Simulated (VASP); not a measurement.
# GaN (F-43m) in VASP: a series of runs

GaN is run at these levels: PBEsol; tasks: vibrations by perturbation theory.

All numbers are computed with VASP 6.6.1; they aren't measurements. Logs are shortened: lines on timing, memory, paths and dates and some standing lists are left out, and cuts for length are marked.

## Step 1: The cell of the first run

Symmetry: F-43m, No. 216, cubic system. The conventional cell has a = 4.506 Å, b = 4.506 Å, c = 4.506 Å, α = 90.00°, β = 90.00°, γ = 90.00°. Within 2.6 Å of Ga (site symmetry -43m) lie 4 N at 1.95 Å. N (site symmetry -43m) has 4 Ga at 1.95 Å within 2.6 Å.

## Step 2: Vibrations by perturbation theory, PBEsol

INCAR

```
PREC = Accurate ; ENCUT = 520
EDIFF = 1E-8 ; ISMEAR = 0
SIGMA = 0.01 ; LREAL = F
LASPH = T ; NELM = 80
ALGO = Normal ; ISIF = 2
LWAVE = F ; LCHARG = T
GGA = PS ; IBRION = 8
NSW = 1 ; LEPSILON = T
```

KPOINTS

```
regular mesh
0
Gamma
  10 10 10
```

POSCAR

```
GaN
1.0
    0.0000000000      2.2530590917      2.2530590917
    2.2530590917      0.0000000000      2.2530590917
    2.2530590917      2.2530590917      0.0000000000
Ga N
1 1
Direct
    0.0000000000      0.0000000000      0.0000000000
    0.7500000000      0.7500000000      0.7500000000
```

Potentials or basis: VASP PAW PBE potentials, release 64 (Ga_d, N).

Command:

```console
$ cat potpaw_PBE.64/Ga_d/POTCAR potpaw_PBE.64/N/POTCAR > POTCAR
$ mpirun -np 1 vasp_std > vasp.out
```

OUTCAR:

```text
PREC = Accurate
   ENCUT = 520
   EDIFF = 1E-8
   ISMEAR = 0
   LREAL = F
   LASPH = T
   NELM = 80
   ISIF = 2
   GGA = PS
   IBRION = 8
   NSW = 1
   LEPSILON = T

 ion  position               nearest neighbor table
   1  0.000  0.000  0.000-   2 1.95   2 1.95   2 1.95   2 1.95
   2  0.750  0.750  0.750-   1 1.95   1 1.95   1 1.95   1 1.95

  LATTYP: Found a face centered cubic cell.
 ALAT       =     4.5061181834

  Lattice vectors:

 A1 = (   0.0000000000,   2.2530590917,   2.2530590917)
 A2 = (   2.2530590917,   0.0000000000,   2.2530590917)
 A3 = (   2.2530590917,   2.2530590917,   0.0000000000)

Analysis of symmetry for initial positions (statically):
=====================================================================
 Subroutine PRICEL returns:
 Original cell was already a primitive cell.

 Routine SETGRP: Setting up the symmetry group for a
 face centered cubic supercell.

 Subroutine GETGRP returns: Found 24 space group operations
 (whereof 24 operations were pure point group operations)
 out of a pool of 48 trial point group operations.

The static configuration has the point symmetry T_d .

Analysis of symmetry for dynamics (positions and initial velocities):
=====================================================================
 Subroutine PRICEL returns:
 Original cell was already a primitive cell.

 Routine SETGRP: Setting up the symmetry group for a
 face centered cubic supercell.

 Subroutine GETGRP returns: Found 24 space group operations
 (whereof 24 operations were pure point group operations)
 out of a pool of 48 trial point group operations.

The dynamic configuration has the point symmetry T_d .

 Subroutine INISYM returns: Found 24 space group operations
 (whereof 24 operations are pure point group operations),
 and found     1 'primitive' translations

----------------------------------------------------------------------------------------

                                     Primitive cell

  volume of cell :      22.8743

  direct lattice vectors                    reciprocal lattice vectors
     0.000000000  2.253059092  2.253059092    -0.221920500  0.221920500  0.221920500
     2.253059092  0.000000000  2.253059092     0.221920500 -0.221920500  0.221920500
     2.253059092  2.253059092  0.000000000     0.221920500  0.221920500 -0.221920500

  length of vectors
     3.186306724  3.186306724  3.186306724     0.384377581  0.384377581  0.384377581

  position of ions in fractional coordinates (direct lattice)
     0.000000000  0.000000000  0.000000000
     0.750000000  0.750000000  0.750000000

  ion indices of the primitive-cell ions
   primitive index   ion index
                 1           1
                 2           2

----------------------------------------------------------------------------------------

 KPOINTS: regular mesh

Automatic generation of k-mesh.
 Grid dimensions read from file:
 generate k-points for:   10   10   10

 Generating k-lattice:

  Cartesian coordinates                     Fractional coordinates (reciprocal lattice)
    -0.022192050  0.022192050  0.022192050     0.100000000  0.000000000  0.000000000
     0.022192050 -0.022192050  0.022192050     0.000000000  0.100000000  0.000000000
     0.022192050  0.022192050 -0.022192050     0.000000000  0.000000000  0.100000000

[... 530 lines left out ...]
  ---------------------------------------------------
  free energy    TOTEN  =        -0.34267800 eV

  energy without entropy =       -0.34267800

------------------------ aborting loop because EDIFF is reached ----------------------------------------

--------------------------------------- Ionic step        2  -------------------------------------------

------------------------ aborting loop because EDIFF is reached ----------------------------------------

--------------------------------------- Ionic step        3  -------------------------------------------

------------------------ aborting loop because EDIFF is reached ----------------------------------------

 PIEZOELECTRIC TENSOR FIELD DIRECTION 3  (e Angst)
 -----------------------------------------------------------------------------
    -0.00153  1.45369  0.00000           ( -0.00000  0.10026  0.00000)
     1.45369 -0.00153  0.00000           (  0.10026 -0.00000  0.00000)
     0.00000  0.00000  0.00200           (  0.00000  0.00000 -0.00000)

 PIEZOELECTRIC TENSOR FIELD DIRECTION 3  (C/m^2)
 -----------------------------------------------------------------------------
    -0.00107  1.01820  0.00000
     1.01820 -0.00107  0.00000
     0.00000  0.00000  0.00140

--------------------------------------- Ionic step        4  -------------------------------------------

------------------------ aborting loop because EDIFF is reached ----------------------------------------

[... ionic steps 5 to 6 ...]

--------------------------------------- Ionic step        7  -------------------------------------------

 Free energy of the ion-electron system (eV)
  ---------------------------------------------------
  ---------------------------------------------------
  free energy    TOTEN  =        -0.23165245 eV

  energy without entropy =       -0.23165245

------------------------ aborting loop because EDIFF is reached ----------------------------------------

 INTERNAL STRAIN TENSOR  FOR ION    2  DIRECTION 1   (eV/Angst):
 -----------------------------------------------------------------------------
     0.00078  0.00000  0.00000
     0.00000 -0.00375  7.86484
     0.00000  7.86484 -0.00375

 MACROSCOPIC STATIC DIELECTRIC TENSOR (including local field effects in DFT)
 ------------------------------------------------------
           6.078155    -0.000000     0.000000
           0.000000     6.078155     0.000000
          -0.000000    -0.000000     6.078155
 ------------------------------------------------------

 PIEZOELECTRIC TENSOR (including local field effects)  for field in x, y, z        (e  Angst)
          XX          YY          ZZ          XY          YZ          ZX
  --------------------------------------------------------------------------------
  x     0.00000     0.00000     0.00000     0.00000     1.45506     0.00000
  y     0.00000    -0.00000     0.00000     0.00000     0.00000     1.45506
  z     0.00000     0.00000    -0.00000     1.45506     0.00000     0.00000

 PIEZOELECTRIC TENSOR (including local field effects)  for field in x, y, z        (C/m^2)
          XX          YY          ZZ          XY          YZ          ZX
  --------------------------------------------------------------------------------
  x     0.00000     0.00000     0.00000     0.00000     1.01916     0.00000
  y     0.00000    -0.00000     0.00000     0.00000     0.00000     1.01916
  z     0.00000     0.00000    -0.00000     1.01916     0.00000     0.00000

 BORN EFFECTIVE CHARGES (including local field effects) (in |e|, cummulative output)
 ---------------------------------------------------------------------------------
 ion    1
    1     2.65539    -0.00000    -0.00000
    2     0.00000     2.65539     0.00000
    3     0.00000     0.00000     2.65539
 ion    2
    1    -2.65539     0.00000     0.00000
    2    -0.00000    -2.65539    -0.00000
    3    -0.00000    -0.00000    -2.65539

 INTERNAL STRAIN TENSOR FOR ION    2 for displacements in x,y,z  (eV/Angst):
          X           Y           Z          XY          YZ          ZX
  --------------------------------------------------------------------------------
  x     0.00000    -0.00000    -0.00000     0.00000     7.86484     0.00000
  y    -0.00000     0.00000    -0.00000     0.00000     0.00000     7.86484
  z    -0.00000    -0.00000     0.00000     7.86484     0.00000     0.00000

 SECOND DERIVATIVES (NOT SYMMETRIZED)
 ------------------------------------
               1X          1Y          1Z          2X          2Y          2Z
  1X   -12.011183    0.000000    0.000000   12.011183    0.000000    0.000000
  1Y     0.000000  -12.011183    0.000000    0.000000   12.011183    0.000000
  1Z     0.000000    0.000000  -12.011183    0.000000    0.000000   12.011183
  2X    11.991796    0.000000    0.000000  -11.991796    0.000000    0.000000
  2Y     0.000000   11.991796    0.000000    0.000000  -11.991796    0.000000
  2Z     0.000000    0.000000   11.991796    0.000000    0.000000  -11.991796

 Eigenvectors and eigenvalues of the dynamical matrix
 ----------------------------------------------------

   1 f  =   15.856560 THz    99.629707 2PiTHz  528.917920 cm-1    65.577435 meV
             X         Y         Z           dx          dy          dz
      0.000000  0.000000  0.000000    -0.000000    0.409210   -0.000000
      3.379589  3.379589  3.379589     0.000000   -0.912440   -0.000000
[... 21 lines left out ...]
   6 f/i=    0.004782 THz     0.030046 2PiTHz    0.159511 cm-1     0.019777 meV
             X         Y         Z           dx          dy          dz
      0.000000  0.000000  0.000000    -0.876782   -0.237418    0.086216
      3.379589  3.379589  3.379589    -0.393218   -0.106477    0.038666

--------------------------------------------------------------------------------------------------------

 MACROSCOPIC STATIC DIELECTRIC TENSOR IONIC CONTRIBUTION
 ------------------------------------------------------
           4.647719    -0.000000     0.000000
          -0.000000     4.647719     0.000000
           0.000000     0.000000     4.647719
 ------------------------------------------------------

 ELASTIC MODULI CONTR FROM IONIC RELAXATION (kBar)
 Direction    XX          YY          ZZ          XY          YZ          ZX
 --------------------------------------------------------------------------------
 XX          -0.0000     -0.0000     -0.0000      0.0000     -0.0000      0.0000
 YY          -0.0000     -0.0000     -0.0000      0.0000      0.0000      0.0000
 ZZ          -0.0000     -0.0000     -0.0000      0.0000      0.0000      0.0000
 XY           0.0000      0.0000      0.0000   -334.0955     -0.0000     -0.0000
 YZ          -0.0000      0.0000      0.0000     -0.0000   -334.0955      0.0000
 ZX           0.0000      0.0000      0.0000     -0.0000      0.0000   -334.0955
 --------------------------------------------------------------------------------

 PIEZOELECTRIC TENSOR IONIC CONTR  for field in x, y, z        (C/m^2)
          XX          YY          ZZ          XY          YZ          ZX
  --------------------------------------------------------------------------------
  x    -0.00000     0.00000     0.00000    -0.00000    -1.17254     0.00000
  y     0.00000     0.00000     0.00000    -0.00000     0.00000    -1.17254
  z     0.00000     0.00000     0.00000    -1.17254    -0.00000    -0.00000
```

It took 3 min on 1 thread of Intel Xeon Platinum 8488C (Sapphire Rapids), shared host; peak memory 0.26 GiB.

What came out:

| Item | Value |
| --- | --- |
| Electronic dielectric tensor (diagonal) | 6.08 |
| Born charges (mean of the diagonal) | Ga +2.66; N -2.66 e |
| Highest phonon frequency at Γ, LO-TO splitting left out | 529 cm⁻¹ |

Phonon frequencies in cm⁻¹ (negative: imaginary):
| q point | frequencies |
| --- | --- |
| (0.000, 0.000, 0.000) | 0 0 0 529 529 529 |

Electronic dielectric tensor:
```
6.08 0.00 0.00
0.00 6.08 0.00
0.00 0.00 6.08
```

Born effective charge tensors (e):
atom 1, Ga
```
2.66 0.00 0.00
0.00 2.66 0.00
0.00 0.00 2.66
```
atom 2, N
```
-2.66  0.00  0.00
 0.00 -2.66  0.00
 0.00  0.00 -2.66
```

Caveat: the cell wasn't relaxed at this level first, which shifts response properties; the PAW data sets were made with another functional, which shifts forces and pressure a little.

## Step 3: Vibrations by perturbation theory, PBEsol

This run uses another cell than the first one, of 9.50 Å³/atom, 0.831 times its volume.

INCAR

```
PREC = Accurate ; ENCUT = 520
EDIFF = 1E-8 ; ISMEAR = 0
SIGMA = 0.01 ; LREAL = False
LASPH = True ; NELM = 60
ALGO = Normal ; ISIF = 2
LWAVE = False ; LCHARG = False
GGA = PS ; IBRION = 8
NSW = 1 ; LEPSILON = True
```

KPOINTS is that of step 2.

POSCAR

```
GaN
1.0
    0.0000000000      2.1181516398      2.1181516398
    2.1181516398      0.0000000000      2.1181516398
    2.1181516398      2.1181516398      0.0000000000
Ga N
1 1
Direct
    0.0000000000      0.0000000000      0.0000000000
    0.7500000000      0.7500000000      0.7500000000
```

Potentials or basis: VASP PAW PBE potentials, release 64 (Ga_d, N).

Command:

```console
$ cat potpaw_PBE.64/Ga_d/POTCAR potpaw_PBE.64/N/POTCAR > POTCAR
$ mpirun -np 1 vasp_std > vasp.out
```

OUTCAR:

```text
PREC = Accurate
   ENCUT = 520
   EDIFF = 1E-8
   ISMEAR = 0
   LREAL = False
   LASPH = True
   NELM = 60
   ISIF = 2
   GGA = PS
   IBRION = 8
   NSW = 1
   LEPSILON = True

 ion  position               nearest neighbor table
   1  0.000  0.000  0.000-   2 1.83   2 1.83   2 1.83   2 1.83
   2  0.750  0.750  0.750-   1 1.83   1 1.83   1 1.83   1 1.83

  LATTYP: Found a face centered cubic cell.
 ALAT       =     4.2363032796

  Lattice vectors:

 A1 = (   0.0000000000,   2.1181516398,   2.1181516398)
 A2 = (   2.1181516398,   0.0000000000,   2.1181516398)
 A3 = (   2.1181516398,   2.1181516398,   0.0000000000)

Analysis of symmetry for initial positions (statically):
=====================================================================
 Subroutine PRICEL returns:
 Original cell was already a primitive cell.

 Routine SETGRP: Setting up the symmetry group for a
[... 683 lines left out ...]

 SECOND DERIVATIVES (NOT SYMMETRIZED)
 ------------------------------------
               1X          1Y          1Z          2X          2Y          2Z
  1X   -20.438774    0.000000    0.000000   20.438774    0.000000    0.000000
  1Y     0.000000  -20.438774    0.000000    0.000000   20.438774    0.000000
  1Z     0.000000    0.000000  -20.438774    0.000000    0.000000   20.438774
  2X    20.403598    0.000000    0.000000  -20.403598    0.000000    0.000000
  2Y     0.000000   20.403598    0.000000    0.000000  -20.403598    0.000000
  2Z     0.000000    0.000000   20.403598    0.000000    0.000000  -20.403598

 Eigenvectors and eigenvalues of the dynamical matrix
 ----------------------------------------------------

   1 f  =   20.683505 THz   129.958297 2PiTHz  689.927477 cm-1    85.540067 meV
             X         Y         Z           dx          dy          dz
      0.000000  0.000000  0.000000     0.000000    0.409229    0.000000
      3.177227  3.177227  3.177227     0.000000   -0.912432    0.000000
[... 21 lines left out ...]
   6 f/i=    0.006652 THz     0.041794 2PiTHz    0.221877 cm-1     0.027509 meV
             X         Y         Z           dx          dy          dz
      0.000000  0.000000  0.000000     0.000000    0.000000    0.912432
      3.177227  3.177227  3.177227     0.000000    0.000000    0.409229

--------------------------------------------------------------------------------------------------------

 MACROSCOPIC STATIC DIELECTRIC TENSOR IONIC CONTRIBUTION
 ------------------------------------------------------
           3.049951    -0.000000    -0.000000
          -0.000000     3.049951    -0.000000
          -0.000000    -0.000000     3.049951
 ------------------------------------------------------

 ELASTIC MODULI CONTR FROM IONIC RELAXATION (kBar)
 Direction    XX          YY          ZZ          XY          YZ          ZX
 --------------------------------------------------------------------------------
 XX          -0.0000     -0.0000      0.0000     -0.0000      0.0000      0.0000
 YY          -0.0000     -0.0000     -0.0000     -0.0000      0.0000      0.0000
 ZZ           0.0000     -0.0000     -0.0000      0.0000     -0.0000      0.0000
 XY          -0.0000     -0.0000      0.0000  -1654.2683      0.0000      0.0000
 YZ           0.0000      0.0000     -0.0000      0.0000  -1654.2683      0.0000
 ZX           0.0000      0.0000      0.0000      0.0000      0.0000  -1654.2683
 --------------------------------------------------------------------------------

 PIEZOELECTRIC TENSOR IONIC CONTR  for field in x, y, z        (C/m^2)
          XX          YY          ZZ          XY          YZ          ZX
  --------------------------------------------------------------------------------
  x     0.00000     0.00000    -0.00000     0.00000    -2.11359     0.00000
  y     0.00000     0.00000     0.00000     0.00000     0.00000    -2.11359
  z    -0.00000    -0.00000     0.00000    -2.11359     0.00000    -0.00000
```

OSZICAR:

```text
N       E                     dE             d eps       ncg     rms          rms(c)
DAV:   1     0.894753107744E+02    0.89475E+02   -0.99255E+03  1326   0.264E+03
DAV:   2    -0.852705186670E+01   -0.98002E+02   -0.92129E+02  1365   0.371E+02
DAV:   3    -0.147417682893E+02   -0.62147E+01   -0.61845E+01  1367   0.879E+01
DAV:   4    -0.148348152781E+02   -0.93047E-01   -0.92992E-01  1454   0.109E+01
[... 187 lines left out ...]
RMM:   7    -0.236630113388E+00    0.20517E-04   -0.11702E-07  8727   0.356E-03    0.362E-04
RMM:   8    -0.236636524922E+00   -0.64115E-05   -0.18007E-08  8649   0.111E-03    0.312E-05
RMM:   9    -0.236636424134E+00    0.10079E-06   -0.57454E-09  8716   0.287E-04    0.623E-06
RMM:  10    -0.236636436958E+00   -0.12824E-07   -0.23455E-09  8794   0.956E-05    0.195E-06
RMM:  11    -0.236636438565E+00   -0.16066E-08   -0.20241E-10  8831   0.424E-05    0.996E-07
 Linear response finished
```

stdout:

```text
POSCAR found type information on POSCAR GaN
 POSCAR found :  2 types and       2 ions
 scaLAPACK will be used
 -----------------------------------------------------------------------------
|                                                                             |
|                                                                             |
[... 105 lines left out ...]
 LRF_COMMUTATOR internal error: the vector H(1)-e(1) S(1) |phi(0)> is not orthog
 onal to |phi(0)> (-1.267391174665511E-004,2.126770981547565E-015)
 LRF_COMMUTATOR internal error: the vector H(1)-e(1) S(1) |phi(0)> is not orthog
 onal to |phi(0)> (1.000579790492173E-004,5.218048215738236E-015)
 LRF_COMMUTATOR internal error: the vector H(1)-e(1) S(1) |phi(0)> is not orthog
 onal to |phi(0)> (1.009267005145364E-004,4.801714581503802E-015)
 LRF_COMMUTATOR internal error: the vector H(1)-e(1) S(
```

It took 7.8 min on 1 thread of Intel Xeon Platinum 8259CL at 2.50GHz (Skylake/Cascade Lake), shared host; peak memory 0.24 GiB.

Results:

| Property | Result |
| --- | --- |
| Electronic dielectric tensor (diagonal) | 5.18 |
| Born charges (mean of the diagonal) | Ga +2.56; N -2.56 e |
| Highest phonon frequency at Γ, LO-TO splitting left out | 690 cm⁻¹ |

Phonon frequencies in cm⁻¹ (negative: imaginary):
| q point | frequencies |
| --- | --- |
| (0.000, 0.000, 0.000) | 0 0 0 690 690 690 |

Electronic dielectric tensor:
```
5.18 0.00 0.00
0.00 5.18 0.00
0.00 0.00 5.18
```

Born effective charge tensors (e):
atom 1, Ga
```
2.56 0.00 0.00
0.00 2.56 0.00
0.00 0.00 2.56
```
atom 2, N
```
-2.56  0.00  0.00
 0.00 -2.56  0.00
 0.00  0.00 -2.56
```

Caveat: the cell wasn't relaxed at this level first, which shifts response properties; the PAW data sets were made with another functional, which shifts forces and pressure a little.

[end of part 1 of 2]
